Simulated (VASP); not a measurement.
PtS2, 3 atoms in the cell. Symmetry: P-3m1, No. 164, trigonal system. Conventional cell: a = 3.553 Å, b = 3.553 Å, c = 5.123 Å, α = 90.00°, β = 90.00°, γ = 120.00°. Pt (site symmetry -3m) has 6 S at 2.39 Å within 3.2 Å. S (site symmetry 3m) has 3 Pt at 2.39 Å and 3 S at 3.20 Å within 3.2 Å. 

```yaml
Program: VASP 6.6.1
Task: single point
Functional: PBE-based screened hybrid with 40 % exact exchange
Potentials_or_basis: VASP PAW PBE potentials, release 64 (Pt, S)
Cutoff: 520 eV
k_mesh: 6 × 6 × 2
Occupations: gaussian, width 0.01 eV
Spin: no spin polarisation
Dipole_correction: no
Grid_for_exact_exchange_PRECFOCK: Normal
Share_of_exact_exchange: 0.4
Further_INCAR_settings: ALGO = Normal; EDIFF = 1e-07; NBANDS = 18
Screening_parameter: 0.3 1/Å
```

Potentials or basis: VASP PAW PBE potentials, release 64 (Pt, S).

Command:

```sh
$ cat potpaw_PBE.64/Pt/POTCAR potpaw_PBE.64/S/POTCAR > POTCAR
$ cp INCAR.step1 INCAR
$ mpirun -np 1 vasp_std > vasp.out
$ cp INCAR.step2 INCAR
$ mpirun -np 1 vasp_std > vasp.out
```

Hardware: 1 thread of AMD EPYC 7R13 Processor (Zen 3) (shared host).

Q: How long does it take, and how much memory?

A: It took 19 min on 1 thread of AMD EPYC 7R13 Processor (Zen 3) (shared host), peak memory 0.26 GiB. Counts: k points 14.
